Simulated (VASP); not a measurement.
Crystal: RbBr.

```
Rb Br
1.0
     0.05768    3.51851    3.51851
     3.51851    0.05768    3.51851
     3.51851    3.51851    0.05768
Rb Br
1 1
Direct
  0.00000 0.00000 0.00000
  0.50000 0.50000 0.50000
```

This cell differs from its parent crystal: strain along [111] +2.5%.

Base run:

- Program: VASP 6.6.1
- Functional: HSE06
- Potentials or basis: VASP PAW PBE potentials, release 64 (Rb_sv, Br)
- Cutoff: 520 eV
- k mesh: 4 × 4 × 4
- Occupations: gaussian, width 0.01 eV
- Spin: no spin polarisation

Its results: band gap on the k mesh 5.36 eV; pressure 0.0 GPa.

Task: The run is repeated on the same cell with these changes: functional from HSE06 to r2SCAN; k mesh from 4 × 4 × 4 to 6 × 6 × 6. What comes out?

Result: Band gap on the k mesh 4.81 eV; pressure -0.3 GPa.

Several settings changed at once.

Caveats: the PAW data sets were made with another functional, which shifts forces and pressure a little.

